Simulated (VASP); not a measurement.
# WC (Cmmm) in VASP: notebook

Aim: see how the results for WC move with the level of theory and the settings. Levels: PBEsol-based global hybrid with 25 % exact exchange, B3LYP. Tasks: single point.

Everything below comes from runs of VASP 6.6.1. Logs are shortened: lines on timing, memory, paths and dates and some standing lists are left out, and cuts for length are marked.

### 1 The cell of the first run

Symmetry: Cmmm, No. 65, orthorhombic system. Conventional cell: a = 3.281 Å, b = 4.236 Å, c = 4.309 Å, α = 90.00°, β = 90.00°, γ = 90.00°. Within 3.5 Å of W (site symmetry mmm) lie 6 W at 2.68 to 3.28 Å and 8 C at 2.71 to 3.02 Å. Within 3.5 Å of C (site symmetry mmm) lie 6 C at 2.68 to 3.28 Å and 8 W at 2.71 to 3.02 Å.

### 2 Single point, PBEsol-based global hybrid with 25 % exact exchange

Contents of POSCAR:

```
WC
1.0
    1.6403461100     -2.1180379000      0.0000000000
    1.6403461100      2.1180379000      0.0000000000
    0.0000000000      0.0000000000      4.3094211000
W C
1 1
Direct
    0.5000000000      0.5000000000      0.5000000000
    0.0000000000      0.0000000000      0.0000000000
```

Contents of INCAR.step1:

```
SYSTEM = WC
PREC = Accurate
ENCUT = 520
EDIFF = 1E-5
ISMEAR = -1
SIGMA = 0.05
LREAL = .FALSE.
LASPH = .TRUE.
NELM = 60
ALGO = Normal
ISIF = 2
LWAVE = .TRUE.
LCHARG = .FALSE.
NBANDS = 16
GGA = PE
```

Contents of INCAR.step2:

```
SYSTEM = WC
PREC = Accurate
ENCUT = 520
EDIFF = 1E-6
ISMEAR = -1
SIGMA = 0.05
LREAL = .FALSE.
LASPH = .TRUE.
NELM = 60
ALGO = Normal
ISIF = 2
LWAVE = .FALSE.
LCHARG = .FALSE.
GGA = PS
LHFCALC = .TRUE.
AEXX = 0.25
PRECFOCK = Normal
NBANDS = 16
ISTART = 1
```

Contents of KPOINTS:

```
regular mesh
0
G
  5 5 3
  0 0 0
```

Potentials or basis: VASP PAW PBE potentials, release 64 (W_sv, C).

On the command line:

```
cat potpaw_PBE.64/W_sv/POTCAR potpaw_PBE.64/C/POTCAR > POTCAR
cp INCAR.step1 INCAR
mpirun -np 1 vasp_std > vasp.out
cp INCAR.step2 INCAR
mpirun -np 1 vasp_std > vasp.out
```

OUTCAR:

```text
SYSTEM = WC
   PREC = Accurate
   ENCUT = 520
   EDIFF = 1E-6
   ISMEAR = -1
   LREAL = .FALSE.
   LASPH = .TRUE.
   NELM = 60
   ISIF = 2
   GGA = PS
   LHFCALC = .TRUE.
   AEXX = 0.25
   PRECFOCK = Normal
   ISTART = 1

 ion  position               nearest neighbor table
   1  0.500  0.500  0.500-   2 2.71   2 2.71   2 2.71   2 2.71
   2  0.000  0.000  0.000-   1 2.71   1 2.71   1 2.71   1 2.71

  LATTYP: Found a base centered orthorhombic cell.
 ALAT       =     3.2806922200
 B/A-ratio  =     1.2912140231
 C/A-ratio  =     1.3135706769

  Lattice vectors:

 A1 = (   1.6403461100,  -2.1180379000,   0.0000000000)
 A2 = (   1.6403461100,   2.1180379000,   0.0000000000)
 A3 = (   0.0000000000,   0.0000000000,   4.3094211000)

Analysis of symmetry for initial positions (statically):
=====================================================================
 Subroutine PRICEL returns:
 Original cell was already a primitive cell.

 Routine SETGRP: Setting up the symmetry group for a
 base centered orthorhombic supercell.

 Subroutine GETGRP returns: Found  8 space group operations
 (whereof  8 operations were pure point group operations)
 out of a pool of  8 trial point group operations.

The static configuration has the point symmetry D_2h.

Analysis of symmetry for dynamics (positions and initial velocities):
=====================================================================
 Subroutine PRICEL returns:
 Original cell was already a primitive cell.

 Routine SETGRP: Setting up the symmetry group for a
 base centered orthorhombic supercell.

 Subroutine GETGRP returns: Found  8 space group operations
 (whereof  8 operations were pure point group operations)
 out of a pool of  8 trial point group operations.

The dynamic configuration has the point symmetry D_2h.

 Subroutine INISYM returns: Found  8 space group operations
 (whereof  8 operations are pure point group operations),
 and found     1 'primitive' translations

----------------------------------------------------------------------------------------

                                     Primitive cell

  volume of cell :      29.9446

  direct lattice vectors                    reciprocal lattice vectors
     1.640346110 -2.118037900  0.000000000     0.304813720 -0.236067542  0.000000000
     1.640346110  2.118037900  0.000000000     0.304813720  0.236067542  0.000000000
[... 83 lines left out ...]
   NFREE  =      0    steps in history (QN), initial steepest desc. (CG)
   ISIF   =      2    stress and relaxation
   ISYM   =      3    0-nonsym 1-usesym 2-fastsym
   POTIM  = 0.5000    time-step for ionic-motion
   TEBEG  =    0.0;   TEEND  =   0.0 temperature during run
   PSTRESS=    0.0 pullay stress
   NELECT =      18.0000    total number of electrons
   NUPDOWN=      -1.0000    fix difference up-down
   EMIN   =  10.00;   EMAX   =-10.00  energy-range for DOS
   EFERMI =   0.00;   METHOD = LEGACY
   ISMEAR =    -1;   SIGMA  =   0.05  broadening in eV -4-tet -1-fermi 0-gaus
   EFERMI_NEDOS =   21; number of points for ismear=-14 and -15
   IALGO  =     38    algorithm
   IMIX   =      1    mixing-type and parameters
     AMIX     =   0.40;   BMIX     =  1.00
     AMIX_MAG =   1.60;   BMIX_MAG =  1.00
  volume/ion in A,a.u.               =      14.97       101.04
  Fermi-wavevector in a.u.,A,eV,Ry     =   1.381634  2.610909 25.972324  1.908912
  Thomas-Fermi vector in A             =   2.506400
   LORBIT       =      0    0 simple, 1 ext, 2 COOP (PROOUT), +10 PAW based schemes
   GGA     = PS    functional components
   LHFCALC =     T    Hartree Fock is set to
   PRECFOCK=normal    Normal, Fast or Accurate (Low or Medium for compatibility)
   ENCUT4O =  -1.0   cutoff for four orbital integrals eV
   NKREDX  =     1    reduce k-point grid by
   NKREDY  =     1    reduce k-point grid by
   NKREDZ  =     1    reduce k-point grid by
   AEXX    =    0.2500 exact exchange contribution
   HFSCREEN=    0.0000 screening length (either q_TF or 0.3 A-1)
   HFSCREENC=   0.0000 screening length for correlation (either q_TF or 0.3 A-1)
   ENCUTFOCK=  -1.0 apply spherical cutoff to Coloumb kernel
   IVDW    =     0    specifies the selected vdW correction
   LEPSILON=     F    determine dielectric tensor
   LRPA    =     F    only Hartree local field effects (RPA)
 non-spin polarized calculation
  energy-cutoff  :      520.00
  volume of cell :       29.94
 maximum number of plane-waves:       822
  NGX = 16; NGY = 16; NGZ = 28

 number of electron      18.0000005 magnetization

 Free energy of the ion-electron system (eV)
  ---------------------------------------------------
  ext. energy  EPLUGINS =         0.00000000
  ---------------------------------------------------
  free energy    TOTEN  =       -21.99021732 eV

  energy without entropy =      -21.98314439  energy(sigma->0) =      -21.98668085

 E-fermi :   7.1274     XC(G=0):  -9.4538

 val. band max:        6.4477459243   @ k =   0.4000   0.2000   0.0000
 cond. band min:       7.1529429256   @ k =  -0.4000   0.2000   0.3333
 fundamental gap:      0.7051970013
 Fermi energy:         7.1273681385

 k-point     1 :       0.0000    0.0000    0.0000
  band No.  band energies     occupation
      1     -72.4811      2.00000
      2     -35.3335      2.00000
      3     -34.5848      2.00000
      4     -34.2687      2.00000
      5      -7.5947      2.00000
      6       0.0105      2.00000
[... 319 lines left out ...]
      3     -35.2335      2.00000
      4     -35.0801      2.00000
      5      -3.3102      2.00000
      6       0.5753      2.00000
[... 8 lines left out ...]
     15      16.6884      0.00000
     16      20.4063      0.00000

------------------------ aborting loop because EDIFF is reached ----------------------------------------

  FORCE on cell =-STRESS in cart. coord.  units (eV):
  Direction    XX          YY          ZZ          XY          YZ          ZX
  --------------------------------------------------------------------------------------
  -------------------------------------------------------------------------------------
  Total       -8.2643854     -2.1324721    -14.8637019      0.0000000      0.0000000      0.0000000
  in kB     -442.1839681   -114.0974131   -795.2788270      0.0000000      0.0000000      0.0000000
  external PRESSURE =    -450.5200694 kB  Pullay stress =       0.0000000 kB

 VOLUME and BASIS-vectors are now :
 -----------------------------------------------------------------------------
  energy-cutoff  :      520.00
  volume of cell :       29.94
      direct lattice vectors                 reciprocal lattice vectors
     1.640346110 -2.118037900  0.000000000     0.304813720 -0.236067542  0.000000000
     1.640346110  2.118037900  0.000000000     0.304813720  0.236067542  0.000000000
     0.000000000  0.000000000  4.309421100     0.000000000  0.000000000  0.232049729

 POSITION                                       TOTAL-FORCE (eV/Angst)
 -----------------------------------------------------------------------------------
      1.64035      0.00000      2.15471         0.000000      0.000000      0.000000
      0.00000      0.00000      0.00000         0.000000      0.000000      0.000000
 -----------------------------------------------------------------------------------
    total drift:                                0.000000      0.000000      0.000000

  FREE ENERGIE OF THE ION-ELECTRON SYSTEM (eV)
  ---------------------------------------------------
  free  energy   TOTEN  =       -21.9902173160 eV

  energy  without entropy=      -21.9831443880  energy(sigma->0) =      -21.98668085
```

OSZICAR.step1:

```text
N       E                     dE             d eps       ncg     rms          rms(c)
DAV:   1     0.132809554284E+03    0.13281E+03   -0.11046E+04   576   0.122E+03
DAV:   2    -0.148813652661E+02   -0.14769E+03   -0.14176E+03   704   0.329E+02
DAV:   3    -0.183680184980E+02   -0.34867E+01   -0.34592E+01   640   0.501E+01
DAV:   4    -0.183976571328E+02   -0.29639E-01   -0.29635E-01   760   0.500E+00
DAV:   5    -0.183979817478E+02   -0.32461E-03   -0.32462E-03   656   0.499E-01    0.155E+01
DAV:   6    -0.181349983284E+02    0.26298E+00   -0.14903E+01   728   0.208E+01    0.697E+00
DAV:   7    -0.169091714791E+02    0.12258E+01   -0.39211E+00   672   0.947E+00    0.408E+00
DAV:   8    -0.168311423905E+02    0.78029E-01   -0.28018E-01   616   0.438E+00    0.537E-01
DAV:   9    -0.168283347883E+02    0.28076E-02   -0.14849E-02   632   0.684E-01    0.272E-01
DAV:  10    -0.168280688292E+02    0.26596E-03   -0.10979E-03   616   0.313E-01    0.281E-02
DAV:  11    -0.168280602748E+02    0.85544E-05   -0.45991E-05   688   0.566E-02
   1 F= -.16828060E+02 E0= -.16821214E+02  d E =-.136925E-01
```

Run time: 9.2 min. Hardware: 1 thread of AMD EPYC 7R13 (Zen 3), shared host; peak memory 0.12 GiB.

What came out:

```yaml
Free_energy: -21.9902 eV
Pressure: -45.1 GPa
Band_gap_on_the_k_mesh: zero (bands 9 and 10 overlap by 5.59 eV)
```

Stress tensor (GPa, compression positive):
```
-44.22   0.00   0.00
  0.00 -11.41   0.00
  0.00   0.00 -79.53
```

Caveat: the k points lie up to 0.49 Å⁻¹ apart, too coarse for converged energies and pressures of a metal; the PAW data sets were made with another functional, which shifts forces and pressure a little; spin-orbit coupling is left out, which moves the levels of the heavy elements.

### 3 Single point, B3LYP

POSCAR is that of step 2.

Contents of INCAR.step1:

```
PREC     = Accurate       # precision mode
ENCUT    = 520            # plane-wave cutoff, eV
EDIFF    = 1E-5           # SCF threshold, eV
ISMEAR   = -1             # smearing method
SIGMA    = 0.05           # smearing width, eV
LREAL    = False          # projectors in reciprocal space
LASPH    = True           # aspherical terms in the spheres
NELM     = 60             # most SCF steps
ALGO     = Normal         # electronic algorithm
ISIF     = 2              # what is computed and relaxed
LWAVE    = True           # write WAVECAR
LCHARG   = False          # write CHGCAR
NBANDS   = 16             # bands
GGA      = PE             # functional
```

Contents of INCAR.step2:

```
PREC     = Accurate       # precision mode
ENCUT    = 520            # plane-wave cutoff, eV
EDIFF    = 1E-7           # SCF threshold, eV
ISMEAR   = -1             # smearing method
SIGMA    = 0.05           # smearing width, eV
LREAL    = False          # projectors in reciprocal space
LASPH    = True           # aspherical terms in the spheres
NELM     = 60             # most SCF steps
ALGO     = Normal         # electronic algorithm
ISIF     = 2              # what is computed and relaxed
LWAVE    = False          # write WAVECAR
LCHARG   = False          # write CHGCAR
GGA      = B3             # functional
LHFCALC  = True           # exact exchange
AEXX     = 0.2            # exact-exchange fraction
AGGAX    = 0.72         
AGGAC    = 0.81         
ALDAC    = 0.19         
PRECFOCK = Normal       
NBANDS   = 16             # bands
ISTART   = 1
```

Contents of KPOINTS:

```
regular mesh
0
Gamma
  5 5 3
```

Potentials or basis: VASP PAW PBE potentials, release 64 (W_sv, C).

On the command line:

```
cat potpaw_PBE.64/W_sv/POTCAR potpaw_PBE.64/C/POTCAR > POTCAR
cp INCAR.step1 INCAR
mpirun -np 1 vasp_std > vasp.out
cp INCAR.step2 INCAR
mpirun -np 1 vasp_std > vasp.out
```

Wall time 11 min (1 thread of AMD EPYC 7R13 (Zen 3), shared host); peak memory 0.11 GiB.

The run converged. Its results:

```
Free energy            : -18.6889 eV
Pressure               : -32.9 GPa
Band gap on the k mesh : zero (bands 9 and 10 overlap by 5.16 eV)
```

Stress tensor (GPa, compression positive):
```
-31.72   0.00   0.00
  0.00   1.05   0.00
  0.00   0.00 -68.16
```

Levels at points of the mesh, in eV from the Fermi level:
| k point | band 7 | band 8 | band 9 | band 10 | band 11 | band 12 |
| --- | --- | --- | --- | --- | --- | --- |
| (0.00, 0.00, 0.00) | -4.51 | -4.03 | 2.38 | 2.39 | 2.64 | 3.35 |

Caveat: the k points lie up to 0.49 Å⁻¹ apart, too coarse for converged energies and pressures of a metal; the PAW data sets were made with another functional, which shifts forces and pressure a little; spin-orbit coupling is left out, which moves the levels of the heavy elements.

The gap in the log of VASP goes by the Fermi energy; the results here count the filled bands.